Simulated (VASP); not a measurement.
# SnSe in VASP: further runs

SnSe is run at these levels: PBE; tasks: single point.

Everything below comes from runs of VASP 6.6.1. Logs are shortened: lines on timing, memory, paths and dates and some standing lists are left out, and cuts for length are marked.

### Step 1. The cell of the first run

The typed cell holds 32 atoms: a = 11.812 Å, b = 8.416 Å, c = 9.117 Å, α = 90.00°, β = 90.00°, γ = 90.00°.

### Step 2. Single point, PBE

Input file INCAR:

```
SYSTEM = SnSe
PREC = Accurate
ENCUT = 500
EDIFF = 1E-6
ISMEAR = -1
SIGMA = 0.01
LREAL = Auto
LASPH = .True.
NELM = 120
ALGO = Normal
ISIF = 2
LWAVE = .False.
LCHARG = .True.
GGA = PE
LELF = .True.
LVHAR = .True.
NBANDS = 182
GGA_COMPAT = .False.
```

Input file KPOINTS:

```
Automatic mesh
0
Gamma
  1 1 1
  0.25 0.25 0.25
```

Input file POSCAR:

```
SnSe
1.0
   11.8119576360      0.0000000000      0.0000000000
    0.0000000000      8.4159686960      0.0000000000
    0.0000000000      0.0000000000      9.1172328878
Sn Se
16 16
Direct
    0.6217612131      0.3560425444      0.1802245560
    0.8792380895      0.1096538027      0.4329756312
    0.3782387869      0.1439574556      0.3197754440
    0.1207619105      0.3903461973      0.0670243688
    0.6217612131      0.3560425444      0.6802245560
    0.8792380895      0.1096538027      0.9329756312
    0.3782387869      0.1439574556      0.8197754440
    0.1207619105      0.3903461973      0.5670243688
    0.6217612131      0.8560425444      0.1802245560
    0.8792380895      0.6096538027      0.4329756312
    0.3782387869      0.6439574556      0.3197754440
    0.1207619105      0.8903461973      0.0670243688
    0.6217612131      0.8560425444      0.6802245560
    0.8792380895      0.6096538027      0.9329756312
    0.3782387869      0.6439574556      0.8197754440
    0.1207619105      0.8903461973      0.5670243688
    0.1431559423      0.1485669179      0.2733705859
    0.6435953226      0.0979514824      0.4730100999
    0.3564046774      0.4020485176      0.0269899001
    0.8568440577      0.3514330821      0.2266294141
    0.1431559423      0.1485669179      0.7733705859
    0.6435953226      0.0979514824      0.9730100999
    0.3564046774      0.4020485176      0.5269899001
    0.8568440577      0.3514330821      0.7266294141
    0.1431559423      0.6485669179      0.2733705859
    0.6435953226      0.5979514824      0.4730100999
    0.3564046774      0.9020485176      0.0269899001
    0.8568440577      0.8514330821      0.2266294141
    0.1431559423      0.6485669179      0.7733705859
    0.6435953226      0.5979514824      0.9730100999
    0.3564046774      0.9020485176      0.5269899001
    0.8568440577      0.8514330821      0.7266294141
```

Potentials or basis: VASP PAW PBE potentials, release 64 (Sn_d, Se).

Started as:

```
$ cat potpaw_PBE.64/Sn_d/POTCAR potpaw_PBE.64/Se/POTCAR > POTCAR
$ mpirun -np 1 vasp_std > vasp.out
```

OUTCAR:

```text
SYSTEM = SnSe
   PREC = Accurate
   ENCUT = 500
   EDIFF = 1E-6
   ISMEAR = -1
   LREAL = Auto
   LASPH = .True.
   NELM = 120
   ISIF = 2
   GGA = PE

 ion  position               nearest neighbor table
   1  0.622  0.356  0.180-  30 2.79  20 2.81  22 2.89   3 3.62
   2  0.879  0.110  0.433-  20 2.78  18 2.81  28 2.89  16 3.61
   3  0.378  0.144  0.320-  31 2.79  17 2.81  23 2.89   1 3.62
   4  0.121  0.390  0.067-  17 2.78  19 2.81  25 2.89  14 3.61
   5  0.622  0.356  0.680-  26 2.79  24 2.81  18 2.89   7 3.62
   6  0.879  0.110  0.933-  24 2.78  22 2.81  32 2.89  12 3.61
[... 8 lines left out ...]
  15  0.378  0.644  0.820-  19 2.79  29 2.81  27 2.89  13 3.62
  16  0.121  0.890  0.567-  29 2.78  31 2.81  21 2.89   2 3.61
  17  0.143  0.149  0.273-   4 2.78   3 2.81  12 2.89
[... 23 lines left out ...]
 A1 = (   0.0000000000,   8.4159686960,   0.0000000000)
 A2 = (   0.0000000000,   0.0000000000,   9.1172328878)
 A3 = (  11.8119576360,   0.0000000000,   0.0000000000)

Analysis of symmetry for initial positions (statically):
=====================================================================
 Subroutine PRICEL returns following result:

  LATTYP: Found a simple orthorhombic cell.
 ALAT       =     4.2079843480
 B/A-ratio  =     1.0833254278
 C/A-ratio  =     2.8070345940

  Lattice vectors:

 A1 = (   0.0000000000,   4.2079843480,   0.0000000000)
 A2 = (   0.0000000000,   0.0000000000,   4.5586164439)
 A3 = (  11.8119576360,   0.0000000000,   0.0000000000)

   4 primitive cells build up your supercell.

 Routine SETGRP: Setting up the symmetry group for a
 simple orthorhombic supercell.

 Subroutine GETGRP returns: Found  2 space group operations
 (whereof  2 operations were pure point group operations)
 out of a pool of  8 trial point group operations.

The static configuration has the point symmetry S_2 .

Analysis of symmetry for dynamics (positions and initial velocities):
=====================================================================
 Subroutine PRICEL returns following result:

  LATTYP: Found a simple orthorhombic cell.
 ALAT       =     4.2079843480
 B/A-ratio  =     1.0833254278
 C/A-ratio  =     2.8070345940

  Lattice vectors:

 A1 = (   0.0000000000,   4.2079843480,   0.0000000000)
 A2 = (   0.0000000000,   0.0000000000,   4.5586164439)
 A3 = (  11.8119576360,   0.0000000000,   0.0000000000)

   4 primitive cells build up your supercell.

 Routine SETGRP: Setting up the symmetry group for a
[... 99 lines left out ...]
   EDIFFG = 0.1E-04   stopping-criterion for IOM
   NSW    =      0    number of steps for IOM
   IBRION =     -1    ionic relax: 0-MD 1-quasi-New 2-CG
   NFREE  =      0    steps in history (QN), initial steepest desc. (CG)
   ISIF   =      2    stress and relaxation
   ISYM   =      2    0-nonsym 1-usesym 2-fastsym
   POTIM  = 0.5000    time-step for ionic-motion
   TEBEG  =    0.0;   TEEND  =   0.0 temperature during run
   PSTRESS=    0.0 pullay stress
   NELECT =     320.0000    total number of electrons
   NUPDOWN=      -1.0000    fix difference up-down
   EMIN   =  10.00;   EMAX   =-10.00  energy-range for DOS
   EFERMI =   0.00;   METHOD = LEGACY
   ISMEAR =    -1;   SIGMA  =   0.01  broadening in eV -4-tet -1-fermi 0-gaus
   EFERMI_NEDOS =   21; number of points for ismear=-14 and -15
   IALGO  =     38    algorithm
   IMIX   =      4    mixing-type and parameters
     AMIX     =   0.40;   BMIX     =  1.00
     AMIX_MAG =   1.60;   BMIX_MAG =  1.00
  volume/ion in A,a.u.               =      28.32       191.13
  Fermi-wavevector in a.u.,A,eV,Ry     =   1.157076  2.186556 18.215812  1.338824
  Thomas-Fermi vector in A             =   2.293690
   LORBIT       =      0    0 simple, 1 ext, 2 COOP (PROOUT), +10 PAW based schemes
   GGA     = PE    functional components
   LHFCALC =     F    Hartree Fock is set to
   AEXX    =    0.0000 exact exchange contribution
   IVDW    =     0    specifies the selected vdW correction
   LEPSILON=     F    determine dielectric tensor
   LRPA    =     F    only Hartree local field effects (RPA)
 non-spin polarized calculation
  energy-cutoff  :      500.00
  volume of cell :      906.34
 maximum number of plane-waves:     23013
 NGX is ok and might be reduce to    90
   NGX = 43   NGY = 31   NGZ = 33

 number of electron     320.0000008 magnetization

 Free energy of the ion-electron system (eV)
  ---------------------------------------------------
  ext. energy  EPLUGINS =         0.00000000
  ---------------------------------------------------
  free energy    TOTEN  =      -131.38837361 eV

  energy without entropy =     -131.38837361  energy(sigma->0) =     -131.38837361

 E-fermi :   4.8800     XC(G=0):  -9.4175

 val. band max:        4.6116545388   @ k =  -0.2500  -0.2500   0.2500
 cond. band min:       5.8563515388   @ k =  -0.2500   0.2500  -0.2500
 fundamental gap:      1.2446970001
 Fermi energy:         4.8799932720

 k-point     1 :       0.2500    0.2500    0.2500
  band No.  band energies     occupation
      1     -16.4889      2.00000
      2     -16.4859      2.00000
      3     -16.4835      2.00000
      4     -16.4813      2.00000
      5     -16.4808      2.00000
      6     -16.4807      2.00000
[... 689 lines left out ...]
    171       6.8059      0.00000
    172       7.1721      0.00000
 [bands above 172 left out]

------------------------ aborting loop because EDIFF is reached ----------------------------------------

  FORCE on cell =-STRESS in cart. coord.  units (eV):
  Direction    XX          YY          ZZ          XY          YZ          ZX
  --------------------------------------------------------------------------------------
  -------------------------------------------------------------------------------------
  Total       -1.6654497     -0.4857516      0.2007699     -0.6847760     -4.5507519     -0.6177814
  in kB       -2.9441033     -0.8586888      0.3549115     -1.2105148     -8.0446046     -1.0920848
  external PRESSURE =      -1.1492935 kB  Pullay stress =       0.0000000 kB

 VOLUME and BASIS-vectors are now :
 -----------------------------------------------------------------------------
  energy-cutoff  :      500.00
  volume of cell :      906.34
      direct lattice vectors                 reciprocal lattice vectors
    11.811957636  0.000000000  0.000000000     0.084659972  0.000000000  0.000000000
     0.000000000  8.415968696  0.000000000     0.000000000  0.118821735  0.000000000
     0.000000000  0.000000000  9.117232888     0.000000000  0.000000000  0.109682402

 POSITION                                       TOTAL-FORCE (eV/Angst)
 -----------------------------------------------------------------------------------
      7.34422      2.99644      1.64315         0.023119     -0.084998      0.026382
     10.38552      0.92284      3.94754        -0.046708     -0.101165      0.016964
      4.46774      1.21154      2.91547        -0.023119      0.084998     -0.026382
      1.42643      3.28514      0.61108         0.046708      0.101165     -0.016964
      7.34422      2.99644      6.20177         0.023119     -0.084998      0.026382
     10.38552      0.92284      8.50616        -0.046708     -0.101165      0.016964
[... 24 lines left out ...]
      4.20984      7.59161      4.80469        -0.084852     -0.186624     -0.047625
     10.12101      7.16563      6.62485        -0.060673      0.134723     -0.029235
 -----------------------------------------------------------------------------------
    total drift:                               -0.000000      0.000000      0.000000

  FREE ENERGIE OF THE ION-ELECTRON SYSTEM (eV)
  ---------------------------------------------------
  free  energy   TOTEN  =      -131.3883736055 eV

  energy  without entropy=     -131.3883736055  energy(sigma->0) =     -131.38837361
```

Run time: 43 min. Hardware: 1 thread of Oxide Virtual Turin-like, shared host; peak memory 0.95 GiB.

What came out:

- Free energy: -131.3884 eV
- Pressure: -0.1 GPa
- Largest force: 0.210 eV/Å
- Band gap on the k mesh: 1.24 eV

Forces on the atoms (eV/Å):
```
Sn   0.023 -0.085  0.026
Sn  -0.047 -0.101  0.017
Sn  -0.023  0.085 -0.026
Sn   0.047  0.101 -0.017
Sn   0.023 -0.085  0.026
Sn  -0.047 -0.101  0.017
Sn  -0.023  0.085 -0.026
Sn   0.047  0.101 -0.017
Sn   0.023 -0.085  0.026
Sn  -0.047 -0.101  0.017
Sn  -0.023  0.085 -0.026
Sn   0.047  0.101 -0.017
Sn   0.023 -0.085  0.026
Sn  -0.047 -0.101  0.017
Sn  -0.023  0.085 -0.026
Sn   0.047  0.101 -0.017
Se   0.061 -0.135  0.029
Se   0.085  0.187  0.048
Se  -0.085 -0.187 -0.048
Se  -0.061  0.135 -0.029
Se   0.061 -0.135  0.029
Se   0.085  0.187  0.048
Se  -0.085 -0.187 -0.048
Se  -0.061  0.135 -0.029
Se   0.061 -0.135  0.029
Se   0.085  0.187  0.048
Se  -0.085 -0.187 -0.048
Se  -0.061  0.135 -0.029
Se   0.061 -0.135  0.029
Se   0.085  0.187  0.048
Se  -0.085 -0.187 -0.048
Se  -0.061  0.135 -0.029
```

Stress tensor (GPa, compression positive):
```
-0.29 -0.12 -0.11
-0.12 -0.09 -0.80
-0.11 -0.80  0.04
```

Levels at points of the mesh, in eV from the valence-band top:
| k point | band 158 | band 159 | band 160 | band 161 | band 162 | band 163 |
| --- | --- | --- | --- | --- | --- | --- |
| (0.25, 0.25, 0.25) | -0.42 | -0.33 | -0.30 | 1.48 | 1.59 | 1.72 |

Caveat: spin-orbit coupling is left out, which moves the levels of the heavy elements; a shifted mesh leaves out Γ, where band edges can lie. A k mesh can miss the band edges.

(Continued in part 2 of 2.)
